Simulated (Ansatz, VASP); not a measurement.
**BaF2 in VASP and in Ansatz**

```xyz
3
Lattice="0.0000 3.1223 3.1223 3.1223 0.0000 3.1223 3.1223 3.1223 0.0000" Properties=species:S:1:pos:R:3 pbc="T T T"
Ba    0.0000    0.0000    0.0000
F     1.5612    1.5612    1.5612
F     4.6835    4.6835    4.6835
```

Alike in both runs: functional PBE; k mesh 11 × 11 × 11; occupations fermi-dirac, width 0.05 eV; no spin polarisation.

Ansatz relaxed the structure, and its values are those at the end. VASP's run is a single point on that final structure, the one shown.

|  | VASP | Ansatz |
| --- | --- | --- |
| version | VASP 6.6.1 | Ansatz 0.2.0 |
| potentials or method | VASP PAW PBE potentials, release 64 (Ba_sv, F) | PAW with Ansatz's default frozen-core files, scalar-relativistic |
| plane-wave cutoff (eV) | 600 | 420 |
| valence electrons in the cell | 24 | 24 |

|  | VASP | Ansatz | Ansatz less VASP |
| --- | --- | --- | --- |
| pressure (GPa) | 0.9 | 0.0 | -0.90 |

Neither program's run includes spin-orbit coupling.
